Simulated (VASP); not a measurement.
Runs of VASP 6.6.1 on Rh. The structure is that of space group P6_3/mmc (No. 194), or close to it. The cells are those of the table. 

| task | level | potentials or basis | cell | cutoff (eV) | gap on the mesh (eV) | pressure (GPa) | relaxed volume (Å³/atom) |
| --- | --- | --- | --- | --- | --- | --- | --- |
| relaxation of cell and atoms | PBEsol+D3(BJ) | VASP PAW PBE potentials, release 64 (Rh_pv) | relaxed from a = 2.731, b = 2.731, c = 4.428 Å, angles 90.0, 90.0, 120.0°, 2 atoms | 600 | none | 0.1 | (b) |
| single point | PBEsol+D3(BJ) | VASP PAW PBE potentials, release 64 (Rh_pv) | a = 2.669, b = 2.669, c = 4.303 Å, angles 90.0, 90.0, 120.0°, 2 atoms | 520 | none | -0.1 | - |
| relaxation of cell and atoms | LDA | VASP PAW LDA potentials, release 64 (Rh_pv) | relaxed from a = 2.731, b = 2.731, c = 4.428 Å, angles 90.0, 90.0, 120.0°, 2 atoms | 600 | none | 0.1 | (a) |
| relaxation of cell and atoms | PBEsol | VASP PAW PBE potentials, release 64 (Rh_pv) | relaxed from a = 2.731, b = 2.731, c = 4.428 Å, angles 90.0, 90.0, 120.0°, 2 atoms | 600 | none | 0.0 | 13.60 |
| single point | LDA | VASP PAW LDA potentials, release 64 (Rh_pv) | a = 2.673, b = 2.673, c = 4.306 Å, angles 90.0, 90.0, 120.0°, 2 atoms | 520 | none | 0.9 | - |

Alike in all rows: no spin polarisation; k mesh 14 × 14 × 8; smearing fermi-dirac 0.15 eV.

Estimate the missing entries.

(a) 13.35; (b) 13.26.

Caveats: the PAW data sets were made with another functional, which shifts forces and pressure a little (some runs); pairwise dispersion overbinds metals, which lowers pressure and volume (some runs).

A k mesh can miss the band edges, and the runs leave out spin-orbit coupling on Rh.

A gap of «none» marks levels without a gap at the run's occupations.
